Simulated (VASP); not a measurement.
A run of VASP 6.6.1 is set up as follows.

File INCAR:

```
SYSTEM = ZnSe
PREC = Accurate
ENCUT = 520
EDIFF = 1E-7
ISMEAR = 0
SIGMA = 0.05
LREAL = .FALSE.
LASPH = .TRUE.
NELM = 80
ALGO = Normal
ISIF = 2
LWAVE = .FALSE.
LCHARG = .FALSE.
NBANDS = 16
```

Contents of KPOINTS:

```
regular mesh
0
G
  8 8 8
  0 0 0
```

Contents of POSCAR:

```
ZnSe
1.0
    0.0000000000      2.8601589268      2.7453350283
    2.7453350283      0.0000000000      2.7453350283
    2.7453350283      2.8601589268      0.0000000000
Zn Se
1 1
Direct
    0.0000000000      0.0000000000      0.0000000000
    0.7500000000      0.7500000000      0.7500000000
```

Potentials or basis: VASP PAW LDA potentials, release 64 (Zn, Se).

Launch:

```bash
$ cat potpaw_LDA.64/Zn/POTCAR potpaw_LDA.64/Se/POTCAR > POTCAR
$ mpirun -np 1 vasp_std > vasp.out
```

**Question.** Estimate the band gap on the k mesh.

**Answer.** 1.23 eV.

**Question.** What does it give for the pressure?

**Answer.** 0.4 GPa.

Stress tensor (GPa, compression positive):
```
 0.95  0.00  0.00
 0.00 -0.75  0.00
 0.00  0.00  0.95
```

Caveat: the cell differs from its parent crystal (strain +e along x and -e along y +0.0000, strain +e along z and -e/2 along x and y +0.0275).
